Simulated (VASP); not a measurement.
Set up this calculation in VASP 6.6.1, as the native input.

```yaml
Task: single point
Functional: PBE
Potentials_or_basis: VASP PAW PBE potentials, release 64 (Zr_sv)
Cutoff: 500 eV
k_mesh: 14 × 14 × 14
Occupations: fermi-dirac, width 0.1 eV
Spin: no spin polarisation
Dipole_correction: no
Further_INCAR_settings: ALGO = Normal; EDIFF = 1e-06; NBANDS = 19
```

The structure of Zr lies in POSCAR:

```
Zr
1.0
   -2.3347164808      2.3347164808      1.2991157950
    2.3347164808     -2.3347164808      1.2991157950
    2.3347164808      2.3347164808     -1.2991157950
Zr
2
Direct
   -0.3750000000     -0.1250000000     -0.2500000000
    0.3750000000      0.1250000000      0.2500000000
```

This cell differs from its parent crystal: volume scaled by 0.6.

These files were run (other wordings do the same):

INCAR

```
SYSTEM = Zr
  ALGO = Normal
  EDIFF = 1E-6
  ENCUT = 500
  GGA = PE
  GGA_COMPAT = .False.
  ISIF = 2
  ISMEAR = -1
  LASPH = .True.
  LCHARG = .False.
  LREAL = .False.
  LWAVE = .False.
  NBANDS = 19
  NELM = 120
  PREC = Accurate
  SIGMA = 0.1
```

KPOINTS

```
k-points
0
Gamma
  14 14 14
  0 0 0
```

Potentials or basis: VASP PAW PBE potentials, release 64 (Zr_sv).

Command:

```sh
$ cat potpaw_PBE.64/Zr_sv/POTCAR > POTCAR
$ mpirun -np 1 vasp_std > vasp.out
```

It gave:

The pressure is 103.5 GPa and the band gap on the k mesh is zero (band 12 reaches 16.24 eV, above the bottom of band 13 at 13.60 eV).

It took 110 s on 1 thread of Intel Xeon 6975P-C (shared host), peak memory 0.24 GiB.
